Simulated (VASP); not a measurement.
# PdI: single point with PBE

The system is PdI.

```
CELL_PARAMETERS angstrom
3.58540 0.00000 0.00000
0.00000 3.58540 0.00000
0.00000 0.00000 3.54783
ATOMIC_POSITIONS crystal
Pd 0.50000 0.50000 0.50000
I 0.00000 0.00000 0.00000
```

| Item | Value |
| --- | --- |
| Program | VASP 6.6.1 |
| Task | single point |
| Functional | PBE |
| Potentials or basis | VASP PAW PBE potentials, release 64 (Pd, I) |
| Cutoff | 500 eV |
| k mesh | 6 × 6 × 4 |
| Occupations | gaussian, width 0.1 eV |
| Spin | no spin polarisation |

```yaml
Pressure: 0.1 GPa
```

Stress tensor (GPa, compression positive):
```
 0.27  0.00  0.00
 0.00  0.27  0.00
 0.00  0.00 -0.19
```

Levels at points of the mesh, in eV from the Fermi level:
| k point | band 6 | band 7 | band 8 | band 9 | band 10 | band 11 | band 12 | band 13 |
| --- | --- | --- | --- | --- | --- | --- | --- | --- |
| (0.00, 0.00, 0.00) | -1.96 | -1.75 | -1.75 | -1.75 | 0.71 | 6.20 | 6.20 | 12.18 |
| (0.50, 0.00, 0.00) | -1.70 | -1.26 | 0.62 | 0.63 | 4.01 | 5.67 | 5.67 | 6.85 |
| (0.50, 0.50, 0.00) | -2.14 | -1.79 | -1.27 | -0.69 | 0.86 | 8.04 | 8.16 | 8.16 |
| (0.00, 0.00, 0.50) | -1.70 | -1.22 | 0.61 | 0.61 | 3.96 | 5.61 | 5.69 | 6.86 |
| (0.50, 0.00, 0.50) | -2.15 | -1.83 | -1.26 | -0.77 | 0.94 | 8.02 | 8.02 | 8.06 |
| (0.50, 0.50, 0.50) | -1.23 | 0.09 | 0.13 | 0.13 | 2.00 | 2.00 | 2.02 | 4.19 |

Wall time 35 s on 1 thread of Intel Xeon 8259CL, with other jobs on the host, peak memory 0.17 GiB.

Caveat: the k points lie up to 0.44 Å⁻¹ apart; spin-orbit coupling is left out, which moves the levels of the heavy elements; an odd number of electrons without spin polarisation forces a metal; a magnetic or distorted state may lie lower.
